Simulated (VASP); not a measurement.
Wanted: the native input for a VASP 6.6.1 run.

| Quantity | Value |
| --- | --- |
| Task | single point |
| Functional | LDA |
| Potentials or basis | VASP PAW LDA potentials, release 64 (La, O) |
| Cutoff | 520 eV |
| k mesh | 6 × 6 × 6 |
| Occupations | gaussian, width 0.01 eV |
| Spin | no spin polarisation |
| Dipole correction | no |
| Further INCAR settings | ALGO = Normal; EDIFF = 1e-06; NBANDS = 28 |

The structure of La2O3 lies in POSCAR:

```
La2O3
1.0
    6.0053548264      0.0000000000      0.0000000000
   -3.0026774132      5.2007891868      0.0000000000
    0.0000000000      0.0000000000      3.1621167003
La O
2 3
Direct
    0.3333333333      0.6666666667      0.5000000000
    0.6666666667      0.3333333333      0.5000000000
    0.4919900000      0.4919900000      0.0000000000
    0.0000000000      0.5080100000      0.0000000000
    0.5080100000      0.0000000000      0.0000000000
```

The input as run:

INCAR

```
  PREC = Accurate
  ENCUT = 520
  EDIFF = 1E-6
  ISMEAR = 0
  SIGMA = 0.01
  LREAL = F
  LASPH = T
  NELM = 60
  ALGO = Normal
  ISIF = 2
  LWAVE = F
  LCHARG = F
  GGA = CA
  NBANDS = 28
```

KPOINTS

```
Automatic mesh
0
Gamma
  6 6 6
```

Potentials or basis: VASP PAW LDA potentials, release 64 (La, O).

Launch:

```bash
$ cat potpaw_LDA.64/La/POTCAR potpaw_LDA.64/O/POTCAR > POTCAR
$ mpirun -np 1 vasp_std > vasp.out
```

Results of the run:

```yaml
Pressure: 12.5 GPa
Largest_force: 0.006 eV/Å
Band_gap_on_the_k_mesh: 0.57 eV (least direct gap 1.52 eV)
```

Caveat: the cell stands under pressure; spin-orbit coupling is left out, which moves the levels of the heavy elements.

It took 73 s on 1 thread of Intel(R) Xeon(R) Platinum 8488C (Sapphire Rapids), on a shared host, peak memory 0.23 GiB.
